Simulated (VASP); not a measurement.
Input of a VASP 6.6.1 run:

The input INCAR:

```
ALGO = Normal
EDIFF = 1E-7
ENCUT = 520
GGA = PE
ISIF = 2
ISMEAR = 0
LASPH = True
LCHARG = True
LELF = True
LREAL = False
LVHAR = True
LWAVE = False
NBANDS = 15
NELM = 100
PREC = Accurate
SIGMA = 0.15
```

Contents of KPOINTS:

```
k-points
0
Gamma
  18 18 16
```

Contents of POSCAR:

```
TaN
1.0
    2.9060000000      0.0000000000      0.0000000000
   -1.4530000000      2.5166698234      0.0000000000
    0.0000000000      0.0000000000      2.7819000000
Ta N
1 1
Direct
    0.3333333333      0.6666666667      0.5000000000
    0.0000000000      0.0000000000      0.0000000000
```

Potentials or basis: VASP PAW PBE potentials, release 64 (Ta_pv, N).

The run is started by

```console
$ cat potpaw_PBE.64/Ta_pv/POTCAR potpaw_PBE.64/N/POTCAR > POTCAR
$ mpirun -np 1 vasp_std > vasp.out
```

(1) Predict the band gap on the k mesh.

(2) What does it give for the pressure?

Results:

(1) zero (bands 8 and 9 overlap by 0.39 eV).

(2) 30.0 GPa.

Caveat: the stress differs along the axes, from 23 to 45 GPa; spin-orbit coupling is left out, which moves the levels of the heavy elements.
